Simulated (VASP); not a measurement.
# Sc2AgAu3 (P6/mmm) in VASP: a series of runs, part 2 of 2

VASP 6.6.1. Earlier steps stand in the parts before.

### 3 Relaxation of cell and atoms, PBE

This run uses another cell than the first one, of 23.28 Å³/atom.

INCAR reads:

```
SYSTEM = Sc2AgAu3
ALGO = Fast ; EDIFF = 1E-6
EDIFFG = -0.01 ; ENCUT = 600
GGA = PE ; IBRION = 2
ISIF = 3 ; ISMEAR = 0
LASPH = .True. ; LCHARG = .False.
LREAL = .False. ; LWAVE = .False.
NELM = 80 ; NSW = 100
PREC = Accurate ; SIGMA = 0.1
```

KPOINTS reads:

```
k-points
0
Gamma
  6 6 10
  0 0 0
```

POSCAR reads:

```
Sc2AgAu3
1.0
    6.1288614562      0.0000000000      0.0000000000
   -3.0644307281      5.3077497173      0.0000000000
    0.0000000000      0.0000000000      4.2937351425
Sc Ag Au
2 1 3
Direct
    0.3333333333      0.6666666667      0.0000000000
    0.6666666667      0.3333333333      0.0000000000
    0.0000000000      0.0000000000      0.0000000000
    0.5000000000      0.0000000000      0.5000000000
    0.5000000000      0.5000000000      0.5000000000
    0.0000000000      0.5000000000      0.5000000000
```

Potentials or basis: VASP PAW PBE potentials, release 64 (Sc_sv, Ag, Au).

Command:

```sh
> cat potpaw_PBE.64/Sc_sv/POTCAR potpaw_PBE.64/Ag/POTCAR potpaw_PBE.64/Au/POTCAR > POTCAR
> mpirun -np 1 vasp_std > vasp.out
```

OUTCAR:

```text
SYSTEM = Sc2AgAu3
   EDIFF = 1E-6
   EDIFFG = -0.01
   ENCUT = 600
   GGA = PE
   IBRION = 2
   ISIF = 3
   ISMEAR = 0
   LASPH = .True.
   LREAL = .False.
   NELM = 80
   NSW = 100
   PREC = Accurate

 ion  position               nearest neighbor table
   1  0.333  0.667  0.000-   4 2.78   4 2.78   6 2.78   6 2.78   5 2.78   5 2.78
   2  0.667  0.333  0.000-   4 2.78   4 2.78   6 2.78   6 2.78   5 2.78   5 2.78
   3  0.000  0.000  0.000-
   4  0.500  0.000  0.500-   1 2.78   2 2.78   1 2.78   2 2.78   5 3.06   6 3.06   5 3.06   6 3.06

   5  0.500  0.500  0.500-   1 2.78   2 2.78   1 2.78   2 2.78   4 3.06   4 3.06   6 3.06   6 3.06

   6  0.000  0.500  0.500-   1 2.78   2 2.78   1 2.78   2 2.78   4 3.06   4 3.06   5 3.06   5 3.06

  LATTYP: Found a hexagonal cell.
 ALAT       =     6.1288614562
 C/A-ratio  =     0.7005763098

  Lattice vectors:

 A1 = (   6.1288614562,   0.0000000000,   0.0000000000)
 A2 = (  -3.0644307281,   5.3077497173,   0.0000000000)
 A3 = (   0.0000000000,   0.0000000000,   4.2937351425)

Analysis of symmetry for initial positions (statically):
=====================================================================
 Subroutine PRICEL returns:
 Original cell was already a primitive cell.
[... 295 lines left out ...]
  free  energy   TOTEN  =       -25.7523510234 eV

  energy  without entropy=      -25.7094502525  energy(sigma->0) =      -25.73090064

[... ionic steps 4 to 7 ...]

--------------------------------------- Ionic step        8  -------------------------------------------

 number of electron      66.0000001 magnetization

------------------------ aborting loop because EDIFF is reached ----------------------------------------
[... 75 lines left out ...]
--------------------------------------- Ionic step       10  -------------------------------------------

 number of electron      66.0000001 magnetization

 Free energy of the ion-electron system (eV)
  ---------------------------------------------------
  ext. energy  EPLUGINS =         0.00000000
  ---------------------------------------------------
  free energy    TOTEN  =       -25.83669238 eV

  energy without entropy =      -25.78740610  energy(sigma->0) =      -25.81204924

 E-fermi :   5.8645     XC(G=0): -10.7621

 val. band max:        5.8595561741   @ k =   0.3333   0.1667   0.5000
 cond. band min:       5.8644816212   @ k =   0.3333   0.3333   0.3000
 fundamental gap:      0.0049254471
 Fermi energy:         5.8644517268

 k-point     1 :       0.0000    0.0000    0.0000
  band No.  band energies     occupation
      1     -44.3290      2.00000
      2     -44.2976      2.00000
      3     -23.0010      2.00000
      4     -23.0010      2.00000
      5     -22.9860      2.00000
      6     -22.9610      2.00000
[... 997 lines left out ...]
     38       6.9310      0.00000
     39       7.8281      0.00000

 [... further k-points ...]

------------------------ aborting loop because EDIFF is reached ----------------------------------------

  FORCE on cell =-STRESS in cart. coord.  units (eV):
  Direction    XX          YY          ZZ          XY          YZ          ZX
  --------------------------------------------------------------------------------------
  -------------------------------------------------------------------------------------
  Total       -0.0109725     -0.0109725      0.0289546      0.0000000      0.0000000      0.0000000
  in kB       -0.1338342     -0.1338342      0.3531661      0.0000000      0.0000000      0.0000000
  external PRESSURE =       0.0284992 kB  Pullay stress =       0.0000000 kB
[... 21 lines left out ...]
  FREE ENERGIE OF THE ION-ELECTRON SYSTEM (eV)
  ---------------------------------------------------
  free  energy   TOTEN  =       -25.8366923783 eV

  energy  without entropy=      -25.7874060978  energy(sigma->0) =      -25.81204924

 reached required accuracy - stopping structural energy minimisation
```

CONTCAR:

```text
Sc2AgAu3
   1.00000000000000
     5.6303528309121624   -0.0000000000000000   -0.0000000000000000
    -2.8151764154560812    4.8760285838057529    0.0000000000000000
    -0.0000000000000000   -0.0000000000000000    4.7846117682695661
  Sc              Ag              Au
     2     1     3
Direct
     0.3333333332999970    0.6666666667000030    0.0000000000000000
     0.6666666667000030    0.3333333332999970    0.0000000000000000
     0.0000000000000000    0.0000000000000000    0.0000000000000000
     0.5000000000000000    0.0000000000000000    0.5000000000000000
     0.5000000000000000    0.5000000000000000    0.5000000000000000
     0.0000000000000000    0.5000000000000000    0.5000000000000000

  0.00000000E+00  0.00000000E+00  0.00000000E+00
  0.00000000E+00  0.00000000E+00  0.00000000E+00
  0.00000000E+00  0.00000000E+00  0.00000000E+00
  0.00000000E+00  0.00000000E+00  0.00000000E+00
  0.00000000E+00  0.00000000E+00  0.00000000E+00
  0.00000000E+00  0.00000000E+00  0.00000000E+00
```

Run time: 21 min. Hardware: 1 thread of Intel Xeon 6975P-C (Granite Rapids), shared host; peak memory 0.52 GiB.

What came out:

```
Free energy                           : -25.8367 eV
Relaxed volume                        : 21.89 Å³/atom
Relaxed cell                          : a = 5.630 Å, b = 5.630 Å, c = 4.785 Å, α = 90.00°, β = 90.00°, γ = 120.00°
Space group after relaxing (to 0.1 Å) : P6/mmm (No. 191)
Energy gained by relaxing             : 42.5 meV/atom
Ionic steps                           : 10
Pressure after relaxing               : 0.0 GPa
Band gap on the k mesh                : zero (bands 33 and 34 overlap by 1.10 eV)
```

Step by step:
```csv
step,energy change (eV),largest force (eV/Å),pressure (GPa),volume (Å³)
1,0.0000,0.0000,-0.19,139.68
2,-0.0467,0.0000,-0.48,139.10
3,-0.1705,0.0000,-1.27,137.07
4,-0.2331,0.0000,-0.65,131.70
5,-0.2425,0.0000,-1.34,134.19
6,-0.1908,0.0000,3.78,125.41
7,-0.2544,0.0000,0.07,131.41
8,-0.2544,0.0000,0.04,131.47
9,-0.2548,0.0000,0.00,131.40
10,-0.2549,0.0000,0.00,131.36
```

Final structure:
```
CELL_PARAMETERS angstrom
5.63035 0.00000 0.00000
-2.81518 4.87603 0.00000
0.00000 0.00000 4.78461
ATOMIC_POSITIONS crystal
Sc 0.33333 0.66667 0.00000
Sc 0.66667 0.33333 0.00000
Ag 0.00000 0.00000 0.00000
Au 0.50000 0.00000 0.50000
Au 0.50000 0.50000 0.50000
Au 0.00000 0.50000 0.50000
```

Levels at points of the mesh, in eV from the Fermi level:
| k point | band 31 | band 32 | band 33 | band 34 | band 35 | band 36 |
| --- | --- | --- | --- | --- | --- | --- |
| (0.00, 0.00, 0.00) | -0.68 | -0.68 | -0.53 | 0.05 | 0.05 | 0.35 |
| (0.50, 0.00, 0.00) | -1.48 | -0.01 | 0.30 | 0.34 | 0.38 | 0.45 |
| (0.00, 0.00, 0.50) | 0.07 | 0.26 | 0.26 | 0.35 | 0.66 | 0.66 |
| (0.50, 0.00, 0.50) | -2.18 | -1.23 | -0.05 | -0.02 | 0.02 | 0.49 |

Caveat: spin-orbit coupling is left out, which moves the levels of the heavy elements.
